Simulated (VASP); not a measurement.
# Ir (Fm-3m) in VASP: notebook

Runs on Ir. Level: LDA. Tasks: single point, relaxation of cell and atoms.

Program: VASP 6.6.1. These are calculated values, not measurements. Logs are shortened: lines on timing, memory, paths and dates and some standing lists are left out, and cuts for length are marked.

**1. The cell of the first run**

It takes space group Fm-3m (No. 225, cubic). The conventional cell has a = 3.831 Å, b = 3.831 Å, c = 3.831 Å, α = 90.00°, β = 90.00°, γ = 90.00°. Ir (site symmetry m-3m) has 12 Ir at 2.71 Å within 3.6 Å.

**2. Single point, LDA**

INCAR reads:

```
PREC = Accurate
ENCUT = 520
EDIFF = 1E-6
ISMEAR = 0
SIGMA = 0.1
LREAL = F
LASPH = T
NELM = 80
ALGO = Normal
ISIF = 2
LWAVE = F
LCHARG = F
GGA = CA
NBANDS = 10
```

KPOINTS reads:

```
regular mesh
0
Gamma
  8 8 8
```

POSCAR reads:

```
Ir
1.0
    0.0000000000      1.9156000000      1.9156000000
    1.9156000000      0.0000000000      1.9156000000
    1.9156000000      1.9156000000      0.0000000000
Ir
1
Direct
    0.0000000000      0.0000000000      0.0000000000
```

Potentials or basis: VASP PAW LDA potentials, release 64 (Ir).

Command:

```sh
$ cat potpaw_LDA.64/Ir/POTCAR > POTCAR
$ mpirun -np 1 vasp_std > vasp.out
```

OUTCAR:

```text
PREC = Accurate
   ENCUT = 520
   EDIFF = 1E-6
   ISMEAR = 0
   LREAL = F
   LASPH = T
   NELM = 80
   ISIF = 2
   GGA = CA

 ion  position               nearest neighbor table
   1  0.000  0.000  0.000-

  LATTYP: Found a face centered cubic cell.
 ALAT       =     3.8312000000

  Lattice vectors:

 A1 = (   0.0000000000,   1.9156000000,   1.9156000000)
 A2 = (   1.9156000000,   0.0000000000,   1.9156000000)
 A3 = (   1.9156000000,   1.9156000000,   0.0000000000)

Analysis of symmetry for initial positions (statically):
=====================================================================
 Subroutine PRICEL returns:
 Original cell was already a primitive cell.

 Routine SETGRP: Setting up the symmetry group for a
 face centered cubic supercell.

 Subroutine GETGRP returns: Found 48 space group operations
 (whereof 48 operations were pure point group operations)
 out of a pool of 48 trial point group operations.

The static configuration has the point symmetry O_h .

Analysis of symmetry for dynamics (positions and initial velocities):
=====================================================================
 Subroutine PRICEL returns:
 Original cell was already a primitive cell.

 Routine SETGRP: Setting up the symmetry group for a
 face centered cubic supercell.

 Subroutine GETGRP returns: Found 48 space group operations
 (whereof 48 operations were pure point group operations)
 out of a pool of 48 trial point group operations.

The dynamic configuration has the point symmetry O_h .

 Subroutine INISYM returns: Found 48 space group operations
 (whereof 48 operations are pure point group operations),
 and found     1 'primitive' translations

----------------------------------------------------------------------------------------

                                     Primitive cell

  volume of cell :      14.0587

  direct lattice vectors                    reciprocal lattice vectors
     0.000000000  1.915600000  1.915600000    -0.261014826  0.261014826  0.261014826
     1.915600000  0.000000000  1.915600000     0.261014826 -0.261014826  0.261014826
     1.915600000  1.915600000  0.000000000     0.261014826  0.261014826 -0.261014826

  length of vectors
     2.709067500  2.709067500  2.709067500     0.452090940  0.452090940  0.452090940

  position of ions in fractional coordinates (direct lattice)
     0.000000000  0.000000000  0.000000000

[... 78 lines left out ...]
   NSW    =      0    number of steps for IOM
   IBRION =     -1    ionic relax: 0-MD 1-quasi-New 2-CG
   NFREE  =      0    steps in history (QN), initial steepest desc. (CG)
   ISIF   =      2    stress and relaxation
   ISYM   =      2    0-nonsym 1-usesym 2-fastsym
   POTIM  = 0.5000    time-step for ionic-motion
   TEBEG  =    0.0;   TEEND  =   0.0 temperature during run
   PSTRESS=    0.0 pullay stress
   NELECT =       9.0000    total number of electrons
   NUPDOWN=      -1.0000    fix difference up-down
   EMIN   =  10.00;   EMAX   =-10.00  energy-range for DOS
   EFERMI =   0.00;   METHOD = LEGACY
   ISMEAR =     0;   SIGMA  =   0.10  broadening in eV -4-tet -1-fermi 0-gaus
   EFERMI_NEDOS =   21; number of points for ismear=-14 and -15
   IALGO  =     38    algorithm
   IMIX   =      4    mixing-type and parameters
     AMIX     =   0.40;   BMIX     =  1.00
     AMIX_MAG =   1.60;   BMIX_MAG =  1.00
  volume/ion in A,a.u.               =      14.06        94.87
  Fermi-wavevector in a.u.,A,eV,Ry     =   1.410937  2.666284 27.085691  1.990742
  Thomas-Fermi vector in A             =   2.532839
   LORBIT       =      0    0 simple, 1 ext, 2 COOP (PROOUT), +10 PAW based schemes
   GGA     = CA    functional components
   LHFCALC =     F    Hartree Fock is set to
   AEXX    =    0.0000 exact exchange contribution
   IVDW    =     0    specifies the selected vdW correction
   LEPSILON=     F    determine dielectric tensor
   LRPA    =     F    only Hartree local field effects (RPA)
 non-spin polarized calculation
 Gauss-broadening in eV      SIGMA  =   0.10
  energy-cutoff  :      520.00
  volume of cell :       14.06
 maximum number of plane-waves:       391
   NGX =  9   NGY =  9   NGZ =  9

 number of electron       9.0000000 magnetization

 Free energy of the ion-electron system (eV)
  ---------------------------------------------------
  ext. energy  EPLUGINS =         0.00000000
  ---------------------------------------------------
  free energy    TOTEN  =       -10.24919068 eV

  energy without entropy =      -10.24017982  energy(sigma->0) =      -10.24468525

 E-fermi :  10.4709     XC(G=0): -14.1753

 val. band max:       10.4245905106   @ k =  -0.3750   0.1250   0.0000
 cond. band min:      10.4857777700   @ k =  -0.3750   0.2500   0.0000
 fundamental gap:      0.0611872594
 Fermi energy:        10.4708684669

 k-point     1 :       0.0000    0.0000    0.0000
  band No.  band energies     occupation
      1      -0.7532      2.00000
      2       6.4632      2.00000
      3       6.4632      2.00000
      4       6.4632      2.00000
      5       9.2353      2.00000
      6       9.2353      2.00000
      7      24.7376      0.00000
      8      30.3360      0.00000
      9      30.3360      0.00000
     10      30.3360      0.00000
[... 287 lines left out ...]
 k-point    24 :      -0.3750    0.2500    0.1250
  band No.  band energies     occupation
      1       3.7233      2.00000
      2       5.1370      2.00000
      3       6.7775      2.00000
      4       7.8148      2.00000
      5      11.0015      0.00000
      6      15.6569      0.00000
      7      17.1370      0.00000
      8      26.2499      0.00000
      9      26.4053      0.00000
     10      30.2672      0.00000

 [... further k-points ...]

------------------------ aborting loop because EDIFF is reached ----------------------------------------

  FORCE on cell =-STRESS in cart. coord.  units (eV):
  Direction    XX          YY          ZZ          XY          YZ          ZX
  --------------------------------------------------------------------------------------
  -------------------------------------------------------------------------------------
  Total       -0.2015949     -0.2015949     -0.2015949      0.0000000      0.0000000      0.0000000
  in kB      -22.9744755    -22.9744755    -22.9744755      0.0000000      0.0000000      0.0000000
  external PRESSURE =     -22.9744755 kB  Pullay stress =       0.0000000 kB

 VOLUME and BASIS-vectors are now :
 -----------------------------------------------------------------------------
  energy-cutoff  :      520.00
  volume of cell :       14.06
      direct lattice vectors                 reciprocal lattice vectors
     0.000000000  1.915600000  1.915600000    -0.261014826  0.261014826  0.261014826
     1.915600000  0.000000000  1.915600000     0.261014826 -0.261014826  0.261014826
     1.915600000  1.915600000  0.000000000     0.261014826  0.261014826 -0.261014826

 POSITION                                       TOTAL-FORCE (eV/Angst)
 -----------------------------------------------------------------------------------
      0.00000      0.00000      0.00000         0.000000      0.000000      0.000000
 -----------------------------------------------------------------------------------
    total drift:                                0.000000      0.000000     -0.000000

  FREE ENERGIE OF THE ION-ELECTRON SYSTEM (eV)
  ---------------------------------------------------
  free  energy   TOTEN  =       -10.2491906762 eV

  energy  without entropy=      -10.2401798184  energy(sigma->0) =      -10.24468525
```

Wall time 4.4 s (1 thread of Intel Xeon Platinum 8488C (Sapphire Rapids), shared host); peak memory 0.12 GiB.

Results:

| Property | Result |
| --- | --- |
| Free energy | -10.2492 eV |
| Pressure | -2.3 GPa |
| Band gap on the k mesh | zero (an odd number of electrons rules out a gap without spin polarisation) |

Caveat: spin-orbit coupling is left out, which moves the levels of the heavy elements.

**3. Single point, LDA**

This run uses another cell than the first one, of 13.84 Å³/atom.

INCAR reads:

```
SYSTEM = Ir
  PREC = Accurate
  ENCUT = 520
  EDIFF = 1E-7
  ISMEAR = 0
  SIGMA = 0.1
  LREAL = .FALSE.
  LASPH = .TRUE.
  NELM = 60
  ALGO = Fast
  ISIF = 2
  LWAVE = .FALSE.
  LCHARG = .FALSE.
  NBANDS = 10
```

KPOINTS reads:

```
Automatic mesh
0
G
  18 18 18
  0 0 0
```

POSCAR reads:

```
Ir
1.0
    0.0000000000      1.9054792272      1.9054792272
    1.9054792272      0.0000000000      1.9054792272
    1.9054792272      1.9054792272      0.0000000000
Ir
1
Direct
    0.0000000000      0.0000000000      0.0000000000
```

Potentials or basis: VASP PAW LDA potentials, release 64 (Ir).

Command:

```sh
$ cat potpaw_LDA.64/Ir/POTCAR > POTCAR
$ mpirun -np 1 vasp_std > vasp.out
```

Wall time 27 s (1 thread of Intel Xeon Platinum 8488C (Sapphire Rapids), shared host); peak memory 0.14 GiB.

The run converged. Its results:

| Item | Value |
| --- | --- |
| Free energy | -10.3285 eV |
| Pressure | 2.6 GPa |
| Band gap on the k mesh | zero (an odd number of electrons rules out a gap without spin polarisation) |

Levels at points of the mesh, in eV from the Fermi level:
```tsv
k point	band 1	band 2	band 3	band 4	band 5	band 6	band 7	band 8
(0.00, 0.00, 0.00)	-11.38	-4.09	-4.09	-4.09	-1.26	-1.26	14.26	19.93
(0.50, 0.00, 0.00)	-8.39	-4.18	-4.18	-0.81	0.90	0.90	7.46	13.81
(0.50, 0.50, 0.00)	-8.21	-7.65	0.89	1.50	1.50	1.70	10.79	11.77
```

Caveat: spin-orbit coupling is left out, which moves the levels of the heavy elements.

**4. Relaxation of cell and atoms, LDA**

INCAR reads:

```
PREC = Accurate ; ENCUT = 600
EDIFF = 1E-6 ; ISMEAR = 0
SIGMA = 0.1 ; LREAL = False
LASPH = True ; NELM = 80
ALGO = Normal ; ISIF = 3
LWAVE = False ; LCHARG = False
GGA = CA ; IBRION = 2
NSW = 100 ; EDIFFG = -0.002
```

KPOINTS reads:

```
Automatic mesh
0
Gamma
  18 18 18
```

POSCAR reads:

```
Ir
1.0
    0.0000000000      1.9156000000      1.9156000000
    1.9156000000      0.0000000000      1.9156000000
    1.9156000000      1.9156000000      0.0000000000
Ir
1
Direct
    0.0000000000      0.0000000000      0.0000000000
```

Potentials or basis: VASP PAW LDA potentials, release 64 (Ir).

Command:

```sh
$ cat potpaw_LDA.64/Ir/POTCAR > POTCAR
$ mpirun -np 1 vasp_std > vasp.out
```

OUTCAR:

```text
PREC = Accurate
   ENCUT = 600
   EDIFF = 1E-6
   ISMEAR = 0
   LREAL = False
   LASPH = True
   NELM = 80
   ISIF = 3
   GGA = CA
   IBRION = 2
   NSW = 100
   EDIFFG = -0.002

 ion  position               nearest neighbor table
   1  0.000  0.000  0.000-

  LATTYP: Found a face centered cubic cell.
 ALAT       =     3.8312000000

  Lattice vectors:

 A1 = (   0.0000000000,   1.9156000000,   1.9156000000)
 A2 = (   1.9156000000,   0.0000000000,   1.9156000000)
 A3 = (   1.9156000000,   1.9156000000,   0.0000000000)

Analysis of symmetry for initial positions (statically):
=====================================================================
 Subroutine PRICEL returns:
 Original cell was already a primitive cell.

[... 287 lines left out ...]
 cond. band min:      10.6338971456   @ k =   0.3333   0.1111   0.0556
 fundamental gap:      0.0199773299
 Fermi energy:        10.6209346894

 k-point     1 :       0.0000    0.0000    0.0000
  band No.  band energies     occupation
      1      -0.6871      2.00000
      2       6.5759      2.00000
      3       6.5759      2.00000
      4       6.5759      2.00000
      5       9.3709      2.00000
      6       9.3709      2.00000
      7      24.8991      0.00000
      8      30.5316      0.00000
[... 243 lines left out ...]
 k-point    24 :      -0.2222    0.0556    0.0000
  band No.  band energies     occupation
      1       1.5526      2.00000
      2       5.9115      2.00000
      3       7.0528      2.00000
      4       7.1444      2.00000
      5       9.0611      2.00000
      6       9.9490      2.00000
      7      24.8345      0.00000
      8      27.6689      0.00000

 [... further k-points ...]

------------------------ aborting loop because EDIFF is reached ----------------------------------------

  FORCE on cell =-STRESS in cart. coord.  units (eV):
  Direction    XX          YY          ZZ          XY          YZ          ZX
  --------------------------------------------------------------------------------------
  -------------------------------------------------------------------------------------
  Total        0.0015790      0.0015790      0.0015790      0.0000000     -0.0000000      0.0000000
  in kB        0.1816372      0.1816372      0.1816372      0.0000000     -0.0000000      0.0000000
  external PRESSURE =       0.1816372 kB  Pullay stress =       0.0000000 kB
[... 16 lines left out ...]
  FREE ENERGIE OF THE ION-ELECTRON SYSTEM (eV)
  ---------------------------------------------------
  free  energy   TOTEN  =       -10.3294221407 eV

  energy  without entropy=      -10.3244702992  energy(sigma->0) =      -10.32694622

 reached required accuracy - stopping structural energy minimisation
```

CONTCAR:

```text
Ir
   1.00000000000000
    -0.0000000000000000    1.9096404266533749    1.9096404266533749
     1.9096404266533749    0.0000000000000000    1.9096404266533749
     1.9096404266533749    1.9096404266533749   -0.0000000000000000
  Ir
     1
Direct
     0.0000000000000000    0.0000000000000000    0.0000000000000000

  0.00000000E+00  0.00000000E+00  0.00000000E+00
```

Run time: 32 s. Hardware: 1 thread of Intel Xeon Platinum 8488C (Sapphire Rapids), shared host; peak memory 0.17 GiB.

Results:

- Free energy: -10.3294 eV
- Relaxed volume: 13.93 Å³/atom
- Relaxed cell: a = 2.701 Å, b = 2.701 Å, c = 2.701 Å, α = 60.00°, β = 60.00°, γ = 60.00°
- Space group after relaxing (to 0.1 Å): Fm-3m (No. 225)
- Energy gained by relaxing: 1.5 meV/atom
- Ionic steps: 4
- Pressure after relaxing: 0.0 GPa
- Band gap on the k mesh: zero (an odd number of electrons rules out a gap without spin polarisation)

The path:
```
step  energy change (eV)  largest force (eV/Å)  pressure (GPa)  volume (Å³)
   1              0.0000                0.0000           -3.68        14.06
   2              0.0246                0.0000           16.81        13.41
   3             -0.0015                0.0000           -0.07        13.93
   4             -0.0015                0.0000            0.02        13.93
```

Final structure:
```
Ir
1.0
     0.00000    1.90964    1.90964
     1.90964    0.00000    1.90964
     1.90964    1.90964    0.00000
Ir
1
Direct
  0.00000 0.00000 0.00000
```

Caveat: spin-orbit coupling is left out, which moves the levels of the heavy elements.

**5. The runs side by side**

| task | cell | k mesh | cutoff (eV) | gap on the mesh (eV) | pressure (GPa) |
| --- | --- | --- | --- | --- | --- |
| single point | a = 2.709 Å, angles 60.0°, 1 atom | 8 × 8 × 8 | 520 | none | -2.3 |
| single point | a = 2.695 Å, angles 60.0°, 1 atom | 18 × 18 × 18 | 520 | none | 2.6 |
| relaxation of cell and atoms | relaxed from a = 2.709 Å, angles 60.0°, 1 atom | 18 × 18 × 18 | 600 | none | 0.0 |

Alike in all rows: level LDA; potentials or basis VASP PAW LDA potentials, release 64 (Ir); no spin polarisation; smearing gaussian 0.1 eV.

Caveats: spin-orbit coupling is left out, which moves the levels of the heavy elements.

Absolute energies hang on the potentials; compare differences alone.
